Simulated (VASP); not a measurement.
Li3MgCl3: relaxation of cell and atoms with PBE

Crystal: Li3MgCl3.

```
Li Mg Cl
1.0
     2.26850   -3.48233    0.00000
     2.26850    3.48233    0.00000
     0.00000    0.00000    5.76659
Li Mg Cl
3 1 3
Direct
  0.50000 0.50000 0.19134
  0.50000 0.00000 0.30866
  0.00000 0.50000 0.30866
  0.00000 0.00000 0.00000
  0.50000 0.50000 0.80866
  0.00000 0.50000 0.69134
  0.50000 0.00000 0.69134
```

* Program: VASP 6.6.1
* Task: relaxation of cell and atoms
* Functional: PBE
* Potentials or basis: VASP PAW PBE potentials, release 64 (Li_sv, Mg, Cl)
* Cutoff: 600 eV
* k mesh: 4 × 4 × 4
* Occupations: gaussian, width 0.1 eV
* Spin: no spin polarisation
* Dipole correction: no
* Further INCAR settings: ALGO = Normal; EDIFF = 1e-06; IBRION = 2; EDIFFG = -0.04; NSW = 90; ISIF = 3

The relaxed volume is 20.11 Å³/atom and the relaxed cell is a = 4.875 Å, b = 4.875 Å, c = 5.936 Å, α = 90.00°, β = 90.00°, γ = 93.94°. The space group after relaxing (to 0.05 Å) is Cmm2 (No. 35) and the energy gained by relaxing is 2494.9 meV/atom. The ionic steps are 67, the pressure after relaxing is 0.0 GPa and the largest force after relaxing is 0.036 eV/Å. The band gap on the k mesh is 1.34 eV, indirect (least direct gap 1.80 eV).

Forces on the atoms (eV/Å):
```
Li   0.000  0.000 -0.007
Li   0.000  0.000  0.012
Li   0.000  0.000  0.012
Mg   0.000  0.000  0.016
Cl   0.000  0.000 -0.036
Cl   0.000  0.000  0.001
Cl   0.000  0.000  0.001
```

The path:
```tsv
step	energy change (eV)	largest force (eV/Å)	pressure (GPa)	volume (Å³)
1	0.0000	7.4686	51.52	91.11
3	-11.7458	2.1092	2.30	166.62
5	-11.8173	2.9242	1.16	178.56
7	-12.0752	1.1167	-0.90	185.47
9	-12.4131	2.1296	0.30	180.96
11	-12.6160	2.2841	0.08	179.85
13	-13.4586	2.9953	-0.49	174.06
15	-14.8773	2.6358	-1.66	162.97
17	-16.0136	1.2125	-2.52	151.07
19	-16.2029	0.9164	-3.73	154.35
21	-16.7948	0.6730	-0.97	138.41
23	-16.8833	0.5534	0.72	131.32
25	-16.9107	0.4020	0.72	131.41
27	-16.9414	0.1887	-0.03	134.88
29	-16.9568	0.2369	-0.19	135.21
31	-16.9612	0.2699	-0.31	135.47
33	-16.9727	0.3090	-0.23	135.07
35	-17.0284	0.4155	0.11	133.27
37	-16.9218	0.7015	2.02	126.18
39	-17.0932	0.4169	0.79	130.29
41	-17.1426	0.4350	0.90	129.69
43	-17.1483	0.4468	0.95	129.46
45	-17.2343	0.3605	0.46	131.33
47	-17.3082	0.2437	-0.56	139.09
49	-17.3494	0.1865	-0.28	136.24
51	-17.3824	0.2201	1.46	130.97
53	-17.4255	0.1365	0.20	135.61
55	-17.4494	0.0692	-0.14	139.50
57	-17.4523	0.0770	0.02	139.39
59	-17.4562	0.0722	0.03	139.61
61	-17.4587	0.0661	-0.14	140.59
63	-17.4621	0.0937	0.06	140.51
65	-17.4638	0.0603	0.02	140.55
67	-17.4646	0.0358	0.01	140.77
```

Final structure:
```xyz
7
Lattice="3.3269 -3.5640 0.0000 3.3269 3.5640 0.0000 0.0000 0.0000 5.9359" Properties=species:S:1:pos:R:3 pbc="T T T"
Li    3.3269    0.0000    4.4000
Li    1.6635   -1.7820    0.6955
Li    1.6635    1.7820    0.6955
Mg    0.0000    0.0000    2.7369
Cl    3.3269    0.0000    0.9575
Cl    1.6635    1.7820    4.1612
Cl    1.6635   -1.7820    4.1612
```

Levels at points of the mesh, in eV from the valence-band top:
```csv
k point,band 14,band 15,band 16,band 17,band 18,band 19
"(0.00, 0.00, 0.00)",-4.28,-3.83,-1.35,2.45,3.62,3.73
"(0.50, 0.00, 0.00)",-4.88,-4.34,0.00,1.80,3.17,3.31
"(0.50, 0.50, 0.00)",-4.04,-3.57,-0.52,2.25,2.72,3.06
"(0.00, 0.00, 0.50)",-4.46,-3.83,-0.50,1.34,3.02,3.59
"(0.50, 0.00, 0.50)",-4.50,-4.42,-0.13,2.16,2.59,2.65
"(0.50, 0.50, 0.50)",-4.03,-3.56,-1.20,2.22,2.38,2.77
```

Run time: 23 min on 1 thread of Intel(R) Xeon(R) Platinum 8488C (Sapphire Rapids), on a shared host, peak memory 0.27 GiB.

Caveat: the cutoff is under 1.25 times the usual one of these potentials, so pressure, stress and relaxed cells hold a basis-set (Pulay) error; the volume moved by over 15 % at a fixed basis, so the end points are rough. A k mesh can miss the band edges.
